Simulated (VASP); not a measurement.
**MnS: single point with PBE+U**

Crystal: MnS.

```
CELL_PARAMETERS angstrom
0.00000 5.60000 5.60000
2.80000 0.00000 2.80000
2.80000 2.80000 0.00000
ATOMIC_POSITIONS crystal
Mn 0.00000 0.00000 0.00000
Mn 0.50000 0.00000 0.00000
S 0.12500 0.25000 0.25000
S 0.62500 0.25000 0.25000
```

| Quantity | Value |
| --- | --- |
| Program | VASP 6.6.1 |
| Task | single point |
| Functional | PBE |
| Potentials or basis | VASP PAW PBE potentials, release 64 (Mn_pv, S) |
| Cutoff | 520 eV |
| k mesh | 4 × 8 × 8 |
| Occupations | fermi-dirac, width 0.05 eV |
| Spin | collinear spin, ferromagnetic start |
| Starting moments | [4.5, 4.5, 0.0, 0.0] μB |
| Hubbard terms | Mn d U = 4.0 eV |

- Pressure: 5.3 GPa
- Band gap on the k mesh: 1.14 eV
- Net moment: 10.00 μB per cell
- Site moments: Mn +4.57; S +0.03 μB
- Valence electrons inside the program's atomic spheres: Mn 11.36; S 3.80

Levels at points of the mesh, in eV from the valence-band top:
Spin up:
| k point | band 22 | band 23 | band 24 | band 25 | band 26 | band 27 |
| --- | --- | --- | --- | --- | --- | --- |
| (0.00, 0.00, 0.00) | 0.00 | 0.00 | 0.00 | 1.34 | 3.27 | 6.20 |
| (0.50, 0.00, 0.00) | -0.49 | -0.49 | -0.49 | 2.97 | 2.97 | 6.11 |
| (0.00, 0.50, 0.00) | -2.42 | -0.95 | -0.95 | 2.82 | 3.27 | 4.49 |
| (0.50, 0.50, 0.00) | -2.20 | -1.69 | -1.69 | 3.97 | 3.97 | 5.60 |
Spin down:
```tsv
k point	band 12	band 13	band 14	band 15	band 16	band 17
(0.00, 0.00, 0.00)	-2.55	-2.55	-2.55	2.29	2.56	2.80
(0.50, 0.00, 0.00)	-2.55	-2.55	-2.55	2.70	2.70	2.70
(0.00, 0.50, 0.00)	-2.86	-2.57	-2.57	1.14	2.38	2.56
(0.50, 0.50, 0.00)	-3.24	-2.72	-2.72	1.78	1.78	2.58
```

Eigenvalues of the final occupation matrices:
| site | spin | trace | eigenvalues |
| --- | --- | --- | --- |
| site 1 d | 1 | 4.69 | 0.93 0.93 0.94 0.94 0.94 |
| site 1 d | 2 | 0.21 | 0.02 0.02 0.06 0.06 0.06 |
| site 2 d | 1 | 4.69 | 0.93 0.93 0.94 0.94 0.94 |
| site 2 d | 2 | 0.21 | 0.02 0.02 0.06 0.06 0.06 |

Run time: 2.3 min on 1 thread of AMD EPYC 9R45 96-Core Processor (Zen 5), with other jobs on the host, peak memory 0.3 GiB.

Caveat: the cell stands under pressure; only a ferromagnetic start was run, and an antiferromagnetic order may lie lower in energy. The state reached can hang on the start; a lower one may exist.
